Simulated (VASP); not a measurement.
# Li (C2/m) in VASP: further runs, part 2 of 2

VASP 6.6.1. The steps go on from the part before.

### 3 Electric field gradients, PBE

The input, INCAR:

```
PREC = Accurate
ENCUT = 650
EDIFF = 1E-8
ISMEAR = -1
SIGMA = 0.05
LREAL = False
LASPH = True
NELM = 120
ALGO = Normal
ISIF = 2
LWAVE = False
LCHARG = False
GGA = PE
LEFG = True
ISYM = -1
NBANDS = 10
GGA_COMPAT = False
```

KPOINTS is that of step 2.

The input, POSCAR:

```
Li
1.0
    3.0646488937      0.0000000000      0.0000000000
   -1.5323244468      2.6540637956      0.0000000000
    0.0000000000      0.0000000000      4.9647312077
Li
2
Direct
    0.2333333333      0.6166666667      0.1750000000
    0.7666666667      0.3833333333      0.8250000000
```

Potentials or basis: VASP PAW PBE potentials, release 64 (Li_sv).

Command:

```
$ cat potpaw_PBE.64/Li_sv/POTCAR > POTCAR
$ mpirun -np 1 vasp_std > vasp.out
```

OUTCAR:

```text
PREC = Accurate
   ENCUT = 650
   EDIFF = 1E-8
   ISMEAR = -1
   LREAL = False
   LASPH = True
   NELM = 120
   ISIF = 2
   GGA = PE
   ISYM = -1

 ion  position               nearest neighbor table
   1  0.233  0.617  0.175-   2 2.13
   2  0.767  0.383  0.825-   1 2.13

IMPORTANT INFORMATION: All symmetrisations will be switched off!
NOSYMM: (Re-)initialisation of all symmetry stuff for point group C_1.

----------------------------------------------------------------------------------------

                                     Primitive cell

  volume of cell :      40.3820

  direct lattice vectors                    reciprocal lattice vectors
     3.064648894  0.000000000  0.000000000     0.326301653  0.188390347  0.000000000
    -1.532324447  2.654063796  0.000000000     0.000000000  0.376780694  0.000000000
     0.000000000  0.000000000  4.964731208     0.000000000  0.000000000  0.201420773

  length of vectors
     3.064648894  3.064648894  4.964731208     0.376780694  0.376780694  0.201420773

  position of ions in fractional coordinates (direct lattice)
     0.233333333  0.616666667  0.175000000
     0.766666667  0.383333333  0.825000000

  ion indices of the primitive-cell ions
   primitive index   ion index
                 1           1
                 2           2

----------------------------------------------------------------------------------------

 KPOINTS: explicit points

Read explicit list of k-points.

 Found    363 k-points:

 Following reciprocal coordinates:
            Coordinates               Weight
  0.045455  0.045455  0.083333      0.002755
  0.045455  0.045455  0.250000      0.002755
  0.045455  0.045455  0.416667      0.002755
  0.045455  0.045455  0.583333      0.002755
  0.045455  0.045455  0.750000      0.002755
  0.045455  0.045455  0.916667      0.002755
[... 16 lines left out ...]
  0.045455  0.318182  0.750000      0.002755
  0.045455  0.318182  0.916667      0.002755
 [... further k-points ...]
   k-points           NKPTS =    363   k-points in BZ     NKDIM =    363   number of bands    NBANDS=     10
   number of dos      NEDOS =    301   number of ions     NIONS =      2
   total plane-waves  NPLWV =  32928
   dimension x,y,z NGX =    28 NGY =   28 NGZ =   42
   dimension x,y,z NGXF=    56 NGYF=   56 NGZF=   84
   ions per type =               2
   NGX,Y,Z   is equivalent  to a cutoff of  15.19, 15.19, 14.06 a.u.
   NGXF,Y,Z  is equivalent  to a cutoff of  30.38, 30.38, 28.13 a.u.
 SYSTEM =  unknown system
   PREC   = accura    normal or accurate (medium, high low for compatibility)
   ISTART =      0    job   : 0-new  1-cont  2-samecut
   ICHARG =      2    charge: 1-file 2-atom 10-const
   ISPIN  =      1    spin polarized calculation?
   LNONCOLLINEAR =      F non collinear calculations
   LSORBIT =      F    spin-orbit coupling
   LASPH  =      T    aspherical Exc in radial PAW
   ENCUT  =  650.0 eV  47.77 Ry    6.91 a.u.   6.37  6.37 10.32*2*pi/ulx,y,z
   NELM   =    120;   NELMIN=  2; NELMDL= -5     # of ELM steps
   EDIFF  = 0.1E-07   stopping-criterion for ELM
   LREAL  =      F    real-space projection
   EDIFFG = 0.1E-06   stopping-criterion for IOM
   NSW    =      0    number of steps for IOM
   IBRION =     -1    ionic relax: 0-MD 1-quasi-New 2-CG
   NFREE  =      0    steps in history (QN), initial steepest desc. (CG)
   ISIF   =      2    stress and relaxation
   ISYM   =     -1    0-nonsym 1-usesym 2-fastsym
   POTIM  = 0.5000    time-step for ionic-motion
   TEBEG  =    0.0;   TEEND  =   0.0 temperature during run
   PSTRESS=    0.0 pullay stress
   NELECT =       6.0000    total number of electrons
   NUPDOWN=      -1.0000    fix difference up-down
   EMIN   =  10.00;   EMAX   =-10.00  energy-range for DOS
   EFERMI =   0.00;   METHOD = LEGACY
   ISMEAR =    -1;   SIGMA  =   0.05  broadening in eV -4-tet -1-fermi 0-gaus
   EFERMI_NEDOS =   21; number of points for ismear=-14 and -15
   IALGO  =     38    algorithm
   IMIX   =      4    mixing-type and parameters
     AMIX     =   0.40;   BMIX     =  1.00
     AMIX_MAG =   1.60;   BMIX_MAG =  1.00
  volume/ion in A,a.u.               =      20.19       136.26
  Fermi-wavevector in a.u.,A,eV,Ry     =   0.867087  1.638557 10.229401  0.751840
  Thomas-Fermi vector in A             =   1.985570
   LORBIT       =      0    0 simple, 1 ext, 2 COOP (PROOUT), +10 PAW based schemes
   GGA     = PE    functional components
   LHFCALC =     F    Hartree Fock is set to
   AEXX    =    0.0000 exact exchange contribution
   IVDW    =     0    specifies the selected vdW correction
   LEPSILON=     F    determine dielectric tensor
   LRPA    =     F    only Hartree local field effects (RPA)
 non-spin polarized calculation
  energy-cutoff  :      650.00
  volume of cell :       40.38
 maximum number of plane-waves:      1536
 NGX is ok and might be reduce to    28
   NGX = 13   NGY = 13   NGZ = 21

 number of electron       6.0000002 magnetization

 Free energy of the ion-electron system (eV)
  ---------------------------------------------------
  ext. energy  EPLUGINS =         0.00000000
  ---------------------------------------------------
  free energy    TOTEN  =        -3.32716614 eV

  energy without entropy =       -3.31888028  energy(sigma->0) =       -3.32302321

 E-fermi :   0.5177     XC(G=0):  -6.9528

 val. band max:        0.5170081555   @ k =   0.1364   0.5000   0.5833
 cond. band min:       0.5195412286   @ k =   0.1364   0.4091   0.2500
 fundamental gap:      0.0025330731
 Fermi energy:         0.5176572792

 k-point     1 :       0.0455    0.0455    0.0833
  band No.  band energies     occupation
      1     -46.1130      2.00000
      2     -45.9931      2.00000
      3      -2.7626      2.00000
      4       0.9644      0.00026
      5       3.3492      0.00000
      6      11.5754      0.00000
      7      11.8924      0.00000
      8      13.9980      0.00000
      9      15.0451      0.00000
     10      15.4346      0.00000
[... 287 lines left out ...]
 k-point    24 :       0.0455    0.3182    0.9167
  band No.  band energies     occupation
      1     -46.0958      2.00000
      2     -45.9932      2.00000
      3      -1.1489      2.00000
      4       2.8567      0.00000
      5       4.0666      0.00000
      6       6.0408      0.00000
      7       9.0180      0.00000
      8       9.5432      0.00000
      9      11.2422      0.00000
     10      12.4545      0.00000

 [... further k-points ...]

------------------------ aborting loop because EDIFF is reached ----------------------------------------

  FORCE on cell =-STRESS in cart. coord.  units (eV):
  Direction    XX          YY          ZZ          XY          YZ          ZX
  --------------------------------------------------------------------------------------
  -------------------------------------------------------------------------------------
  Total        0.4590980      0.0693212      1.3141984      0.3037548      0.2868996      0.4880963
  in kB       18.2149564      2.7503536     52.1415209     12.0516336     11.3828933     19.3654817
  external PRESSURE =      24.3689436 kB  Pullay stress =       0.0000000 kB

 VOLUME and BASIS-vectors are now :
 -----------------------------------------------------------------------------
  energy-cutoff  :      650.00
  volume of cell :       40.38
      direct lattice vectors                 reciprocal lattice vectors
     3.064648894  0.000000000  0.000000000     0.326301653  0.188390347  0.000000000
    -1.532324447  2.654063796  0.000000000     0.000000000  0.376780694  0.000000000
     0.000000000  0.000000000  4.964731208     0.000000000  0.000000000  0.201420773

 POSITION                                       TOTAL-FORCE (eV/Angst)
 -----------------------------------------------------------------------------------
     -0.22985      1.63667      0.86883         0.323084      0.184152      1.318099
      1.76217      1.01739      4.09590        -0.323084     -0.184152     -1.318099
 -----------------------------------------------------------------------------------
    total drift:                               -0.000000     -0.000000     -0.000000

  FREE ENERGIE OF THE ION-ELECTRON SYSTEM (eV)
  ---------------------------------------------------
  free  energy   TOTEN  =        -3.3271661363 eV

  energy  without entropy=       -3.3188802780  energy(sigma->0) =       -3.32302321

 Electric field gradients (V/A^2)
---------------------------------------------------------------------
 ion       V_xx      V_yy      V_zz      V_xy      V_xz      V_yz
---------------------------------------------------------------------
   1      -0.307    -1.019     1.326     0.662     0.941     0.539
   2      -0.307    -1.019     1.326     0.662     0.941     0.539
---------------------------------------------------------------------

 Electric field gradients after diagonalization (V/A^2)
 (convention: |V_zz| > |V_xx| > |V_yy|)
----------------------------------------------------------------------
 ion       V_xx      V_yy      V_zz     asymmetry (V_yy - V_xx)/ V_zz
----------------------------------------------------------------------
   1      -1.415    -0.542     1.956       0.446
   2      -1.415    -0.542     1.956       0.446
----------------------------------------------------------------------

           NMR quadrupolar parameters

 Cq : quadrupolar parameter    Cq=e*Q*V_zz/h
 eta: asymmetry parameters     (V_yy - V_xx)/ V_zz
 Q  : nuclear electric quadrupole moment in mb (millibarn)
----------------------------------------------------------------------
 ion       Cq(MHz)       eta       Q (mb)
----------------------------------------------------------------------
   1       0.005       0.446       1.000
   2       0.005       0.446       1.000
----------------------------------------------------------------------
```

It took 96 s on 1 thread of Intel Xeon Platinum 8488C (Sapphire Rapids), shared host; peak memory 0.27 GiB.

What came out:

* Free energy: -3.3272 eV
* Pressure: 2.4 GPa
* Largest force: 1.370 eV/Å
* Band gap on the k mesh: zero (bands 3 and 4 overlap by 3.12 eV)
* Largest electric field gradient by atom: Li +2.0 V/Å²

Forces on the atoms (eV/Å):
```
Li   0.323  0.184  1.318
Li  -0.323 -0.184 -1.318
```

Stress tensor (GPa, compression positive):
```
1.82 1.21 1.94
1.21 0.28 1.14
1.94 1.14 5.21
```

Levels at points of the mesh, in eV from the Fermi level:
| k point | band 1 | band 2 | band 3 | band 4 | band 5 | band 6 | band 7 | band 8 |
| --- | --- | --- | --- | --- | --- | --- | --- | --- |
| (0.05, 0.05, 0.08) | -46.63 | -46.51 | -3.28 | 0.45 | 2.83 | 11.06 | 11.37 | 13.48 |

Electric field gradients, principal values (V/Å²):
| atom | least | middle | greatest (by size) |
| --- | --- | --- | --- |
| 1 Li | -0.542 | -1.415 | 1.956 |
| 2 Li | -0.542 | -1.415 | 1.956 |

Caveat: without QUAD_EFG the Cq values of the log hold for a quadrupole moment of 1 mb, not for the nuclei; forces of over 1 eV/Å act on the atoms, so gaps and moduli don't describe the material at rest.
